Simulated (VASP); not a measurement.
# BN in VASP: single point with PBE+D3(BJ)

Aim: the single point of BN with PBE+D3(BJ).

Program: VASP 6.6.1. These are calculated values, not measurements. Logs are shortened: lines on timing, memory, paths and dates and some standing lists are left out, and cuts for length are marked.

**1. The cell of the first run**

The cell holds a slab with vacuum, 18 atoms: a = 2.508 Å, b = 5.616 Å, c = 26.025 Å, α = 90.00°, β = 90.00°, γ = 102.90°.

**2. Single point, PBE+D3(BJ)**

File INCAR:

```
  PREC = Accurate
  ENCUT = 520
  EDIFF = 1E-6
  ISMEAR = 0
  SIGMA = 0.05
  LREAL = Auto
  LASPH = True
  NELM = 80
  ALGO = Normal
  ISIF = 2
  LWAVE = False
  LCHARG = True
  LDIPOL = True
  IDIPOL = 3
  DIPOL = 0.5 0.5 0.500
  GGA = PE
  IVDW = 12
  LELF = True
  LVHAR = True
  LVACPOTAV = True
  NBANDS = 51
  ISYM = 0
```

File KPOINTS:

```
Automatic mesh
0
Gamma
  11 5 1
```

File POSCAR:

```
BN
1.0
    2.5076849335      0.0000000000      0.0000000000
   -1.2538424667      5.4742550695      0.0000000000
    0.0000000000      0.0000000000     26.0250341062
B N
9 9
Direct
    0.3450473494      0.6900972440      0.2882904324
    0.6854410370      0.3708838404      0.3392229717
    0.0299435172      0.0598880522      0.3906394206
    0.3730759679      0.7461519857      0.4415956011
    0.7155580097      0.4311151587      0.4921960492
    0.0579181846      0.1158347355      0.5427161149
    0.4001450646      0.8002882624      0.5932466332
    0.7438305778      0.4876592751      0.6445812114
    0.0818918477      0.1637812927      0.6951830801
    0.7925546549      0.5851121521      0.3044815322
    0.1347586149      0.2695192603      0.3560674992
    0.4780504135      0.9561020059      0.4072279726
    0.8207637403      0.6415276480      0.4579797296
    0.1631413864      0.3262820431      0.5085219253
    0.5055030467      0.0110046432      0.5590470468
    0.8479403673      0.6958792759      0.6095087414
    0.1926312832      0.3852613228      0.6607485226
    0.5340025475      0.0680070230      0.7087455156
```

Potentials or basis: VASP PAW PBE potentials, release 64 (B, N).

Launch:

```
> cat potpaw_PBE.64/B/POTCAR potpaw_PBE.64/N/POTCAR > POTCAR
> mpirun -np 1 vasp_std > vasp.out
```

OUTCAR:

```text
PREC = Accurate
   ENCUT = 520
   EDIFF = 1E-6
   ISMEAR = 0
   LREAL = Auto
   LASPH = True
   NELM = 80
   ISIF = 2
   GGA = PE
   IVDW = 12
   ISYM = 0
 IVDW          = 12

 ion  position               nearest neighbor table
   1  0.345  0.690  0.288-  10 1.44  10 1.44
   2  0.685  0.371  0.339-  11 1.44  11 1.44  10 1.48
   3  0.030  0.060  0.391-  12 1.44  12 1.44  11 1.46
   4  0.373  0.746  0.442-  13 1.44  13 1.44  12 1.46
   5  0.716  0.431  0.492-  14 1.44  14 1.44  13 1.46
   6  0.058  0.116  0.543-  15 1.44  15 1.44  14 1.46
   7  0.400  0.800  0.593-  16 1.44  16 1.44  15 1.46
[... 8 lines left out ...]
  16  0.848  0.696  0.610-   7 1.44   7 1.44   8 1.46
  17  0.193  0.385  0.661-   8 1.44   8 1.44   9 1.51
  18  0.534  0.068  0.709-   9 1.40   9 1.40

IMPORTANT INFORMATION: All symmetrisations will be switched off!
NOSYMM: (Re-)initialisation of all symmetry stuff for point group C_1.

----------------------------------------------------------------------------------------

                                     Primitive cell

  volume of cell :     357.2640

  direct lattice vectors                    reciprocal lattice vectors
     2.507684934  0.000000000  0.000000000     0.398774179  0.091336628  0.000000000
    -1.253842467  5.474255069  0.000000000     0.000000000  0.182673256  0.000000000
     0.000000000  0.000000000 26.025034106     0.000000000  0.000000000  0.038424541

  length of vectors
     2.507684934  5.616011885 26.025034106     0.409100508  0.182673256  0.038424541

  position of ions in fractional coordinates (direct lattice)
     0.345047349  0.690097244  0.288290432
     0.685441037  0.370883840  0.339222972
     0.029943517  0.059888052  0.390639421
     0.373075968  0.746151986  0.441595601
     0.715558010  0.431115159  0.492196049
     0.057918185  0.115834736  0.542716115
[... 10 lines left out ...]
     0.192631283  0.385261323  0.660748523
     0.534002548  0.068007023  0.708745516

  ion indices of the primitive-cell ions
   primitive index   ion index
                 1           1
                 2           2
                 3           3
                 4           4
                 5           5
                 6           6
[... 10 lines left out ...]
                17          17
                18          18

----------------------------------------------------------------------------------------

 KPOINTS: Automatic mesh

Automatic generation of k-mesh.
 Grid dimensions read from file:
 generate k-points for:   11    5    1

 Generating k-lattice:

  Cartesian coordinates                     Fractional coordinates (reciprocal lattice)
     0.036252198  0.008303330  0.000000000     0.090909091  0.000000000  0.000000000
     0.000000000  0.036534651  0.000000000     0.000000000  0.200000000  0.000000000
     0.000000000  0.000000000  0.038424541     0.000000000  0.000000000  1.000000000

  Length of vectors
     0.037190955  0.036534651  0.038424541

  Shift w.r.t. Gamma in fractional coordinates (k-lattice)
     0.000000000  0.000000000  0.000000000

 -----------------------------------------------------------------------------
|                                                                             |
|           W    W    AA    RRRRR   N    N  II  N    N   GGGG   !!!           |
|           W    W   A  A   R    R  NN   N  II  NN   N  G    G  !!!           |
|           W    W  A    A  R    R  N N  N  II  N N  N  G       !!!           |
|           W WW W  AAAAAA  RRRRR   N  N N  II  N  N N  G  GGG   !            |
|           WW  WW  A    A  R   R   N   NN  II  N   NN  G    G                |
|           W    W  A    A  R    R  N    N  II  N    N   GGGG   !!!           |
|                                                                             |
|     Your reciprocal lattice and k-lattice belong to different lattice       |
|     classes:                                                                |
|                                                                             |
|        The reciprocal lattice is base centered orthorhombic,                |
|        whereas your k-lattice is simple monoclinic.                         |
|                                                                             |
|     Results are often still useful ...                                      |
|                                                                             |
 -----------------------------------------------------------------------------

 WARNING: IBZKPT: internal override: KBLOWUP is changed to .FALSE.
      ... skipping the blow-up phase ...

 Subroutine IBZKPT returns following result:
 ===========================================

 Found     28 irreducible k-points:

 Following reciprocal coordinates:
            Coordinates               Weight
  0.000000  0.000000  0.000000      1.000000
  0.090909  0.000000  0.000000      2.000000
  0.181818  0.000000  0.000000      2.000000
  0.272727  0.000000  0.000000      2.000000
  0.363636 -0.000000  0.000000      2.000000
  0.454545  0.000000  0.000000      2.000000
[... 16 lines left out ...]
  0.454545  0.400000  0.000000      2.000000
 -0.454545  0.400000  0.000000      2.000000
 [... further k-points ...]
   k-points           NKPTS =     28   k-points in BZ     NKDIM =     28   number of bands    NBANDS=     51
   number of dos      NEDOS =    301   number of ions     NIONS =     18
   total plane-waves  NPLWV = 164640
   dimension x,y,z NGX =    20 NGY =   42 NGZ =  196
   dimension x,y,z NGXF=    40 NGYF=   84 NGZF=  392
   ions per type =               9   9
   NGX,Y,Z   is equivalent  to a cutoff of  13.26, 12.43, 12.52 a.u.
   NGXF,Y,Z  is equivalent  to a cutoff of  26.52, 24.87, 25.04 a.u.
 SYSTEM =  unknown system
   PREC   = accura    normal or accurate (medium, high low for compatibility)
   ISTART =      0    job   : 0-new  1-cont  2-samecut
   ICHARG =      2    charge: 1-file 2-atom 10-const
   ISPIN  =      1    spin polarized calculation?
   LNONCOLLINEAR =      F non collinear calculations
   LSORBIT =      F    spin-orbit coupling
   LASPH  =      T    aspherical Exc in radial PAW
   ENCUT  =  520.0 eV  38.22 Ry    6.18 a.u.   4.66 10.44 48.39*2*pi/ulx,y,z
   NELM   =     80;   NELMIN=  2; NELMDL= -5     # of ELM steps
   EDIFF  = 0.1E-05   stopping-criterion for ELM
   LREAL  =      T    real-space projection
   EDIFFG = 0.1E-04   stopping-criterion for IOM
   NSW    =      0    number of steps for IOM
   IBRION =     -1    ionic relax: 0-MD 1-quasi-New 2-CG
   NFREE  =      0    steps in history (QN), initial steepest desc. (CG)
   ISIF   =      2    stress and relaxation
   ISYM   =      0    0-nonsym 1-usesym 2-fastsym
   POTIM  = 0.5000    time-step for ionic-motion
   TEBEG  =    0.0;   TEEND  =   0.0 temperature during run
   PSTRESS=    0.0 pullay stress
   NELECT =      72.0000    total number of electrons
   NUPDOWN=      -1.0000    fix difference up-down
   EMIN   =  10.00;   EMAX   =-10.00  energy-range for DOS
   EFERMI =   0.00;   METHOD = LEGACY
   ISMEAR =     0;   SIGMA  =   0.05  broadening in eV -4-tet -1-fermi 0-gaus
   EFERMI_NEDOS =   21; number of points for ismear=-14 and -15
   IALGO  =     38    algorithm
   IMIX   =      4    mixing-type and parameters
     AMIX     =   0.40;   BMIX     =  1.00
     AMIX_MAG =   1.60;   BMIX_MAG =  1.00
  volume/ion in A,a.u.               =      19.85       133.94
  Fermi-wavevector in a.u.,A,eV,Ry     =   0.959819  1.813794 12.534395  0.921252
  Thomas-Fermi vector in A             =   2.089048
   LORBIT       =      0    0 simple, 1 ext, 2 COOP (PROOUT), +10 PAW based schemes
   GGA     = PE    functional components
   LHFCALC =     F    Hartree Fock is set to
   AEXX    =    0.0000 exact exchange contribution
   IVDW    =    12    specifies the selected vdW correction
   LEPSILON=     F    determine dielectric tensor
   LRPA    =     F    only Hartree local field effects (RPA)
 non-spin polarized calculation
 Gauss-broadening in eV      SIGMA  =   0.05
  energy-cutoff  :      520.00
  volume of cell :      357.26
 maximum number of plane-waves:      9737
   NGX =  9   NGY = 21   NGZ = 97

 dipolmoment           0.000000      0.000000     -0.055134 electrons x Angstroem

 number of electron      72.0000003 magnetization

 dipolmoment           0.000000      0.000000      0.151187 electrons x Angstroem

 Free energy of the ion-electron system (eV)
  ---------------------------------------------------
  ext. energy  EPLUGINS =         0.00000000
  ---------------------------------------------------
  free energy    TOTEN  =      -151.71606057 eV

  energy without entropy =     -151.70624843  energy(sigma->0) =     -151.71115450

 E-fermi :  -1.7084     XC(G=0):  -5.2486

 val. band max:       -1.7210704889   @ k =   0.1818   0.0000   0.0000
 cond. band min:      -1.6892746546   @ k =   0.0000   0.4000   0.0000
 fundamental gap:      0.0317958342
 Fermi energy:        -1.7083703985

 k-point     1 :       0.0000    0.0000    0.0000
  band No.  band energies     occupation
      1     -21.0960      2.00000
      2     -20.4543      2.00000
      3     -19.9562      2.00000
      4     -19.5177      2.00000
      5     -19.0803      2.00000
      6     -18.6115      2.00000
[... 40 lines left out ...]
     47       5.4468      0.00000
     48       5.6535      0.00000

 k-point     2 :       0.0909    0.0000    0.0000
  band No.  band energies     occupation
      1     -20.9769      2.00000
      2     -20.3389      2.00000
      3     -19.8444      2.00000
      4     -19.4104      2.00000
      5     -18.9786      2.00000
      6     -18.5153      2.00000
[... 1114 lines left out ...]
 k-point    24 :      -0.4545    0.4000    0.0000
  band No.  band energies     occupation
      1     -18.6975      2.00000
      2     -18.3200      2.00000
      3     -18.0226      2.00000
      4     -17.7266      2.00000
      5     -17.4416      2.00000
      6     -17.1592      2.00000
[... 40 lines left out ...]
     47       5.5227      0.00000
     48       6.8399      0.00000

 [... further k-points ...]

 [bands above 48 left out]

------------------------ aborting loop because EDIFF is reached ----------------------------------------

 Edisp (eV)   -2.16081

 E8    (eV) :    -0.6493

  FORCE on cell =-STRESS in cart. coord.  units (eV):
  Direction    XX          YY          ZZ          XY          YZ          ZX
  --------------------------------------------------------------------------------------
  -------------------------------------------------------------------------------------
  Total      -1.68671     0.09163    -0.05619    -0.00162    -0.13535     0.00264
  in kB      -7.56417     0.41093    -0.25201    -0.00729    -0.60698     0.01186
  external pressure =       -2.47 kB  Pullay stress =        0.00 kB

 VOLUME and BASIS-vectors are now :
 -----------------------------------------------------------------------------
  energy-cutoff  :      520.00
  volume of cell :      357.26
      direct lattice vectors                 reciprocal lattice vectors
     2.507684934  0.000000000  0.000000000     0.398774179  0.091336628  0.000000000
    -1.253842467  5.474255069  0.000000000     0.000000000  0.182673256  0.000000000
     0.000000000  0.000000000 26.025034106     0.000000000  0.000000000  0.038424541

 POSITION                                       TOTAL-FORCE (eV/Angst)
 -----------------------------------------------------------------------------------
     -0.00000      3.77777      7.50277        -0.001743      0.002430     -0.002861
      1.25384      2.03031      8.82829        -0.000312     -0.003385      0.002821
     -0.00000      0.32784     10.16640        -0.000366     -0.003489      0.003037
     -0.00000      4.08463     11.49254         0.000132     -0.002225      0.001766
      1.25384      2.36003     12.80942         0.001124      0.000194      0.000519
      0.00000      0.63411     14.12421         0.001331      0.004087     -0.002219
[... 10 lines left out ...]
      0.00000      2.10902     17.19600         0.000077     -0.004258      0.002282
      1.25384      0.37229     18.44513         0.000617      0.008249     -0.007296
 -----------------------------------------------------------------------------------
    total drift:                               -0.003007     -0.002847      0.002912

  FREE ENERGIE OF THE ION-ELECTRON SYSTEM (eV)
  ---------------------------------------------------
  free  energy   TOTEN  =      -153.8768717140 eV

  energy  without entropy=     -153.8670595738  energy(sigma->0) =     -153.87196564

 vacuum level on the upper side and lower side of the slab         5.251         3.257
```

Run time: 28 min. Hardware: 1 thread of Intel Xeon Platinum 8375C at 2.90GHz (Ice Lake), shared host; peak memory 0.58 GiB.

Results:

- Free energy: -153.8769 eV
- Largest force: 0.024 eV/Å
- Band gap on the k mesh: zero (band 36 reaches -1.58 eV, above the bottom of band 37 at -1.75 eV)
- Dispersion energy per atom: -0.120 eV

Forces on the atoms (eV/Å):
```
B   -0.002  0.002 -0.003
B    0.000 -0.003  0.003
B    0.000 -0.003  0.003
B    0.000 -0.002  0.002
B    0.001  0.000  0.001
B    0.001  0.004 -0.002
B    0.000  0.006 -0.005
B    0.000  0.004 -0.004
B   -0.002 -0.019  0.015
N    0.000  0.011 -0.008
N    0.000  0.003 -0.003
N    0.001  0.004 -0.003
N    0.000  0.001  0.000
N    0.000 -0.002  0.002
N    0.000 -0.006  0.003
N    0.000 -0.004  0.005
N    0.000 -0.004  0.002
N    0.001  0.008 -0.007
```
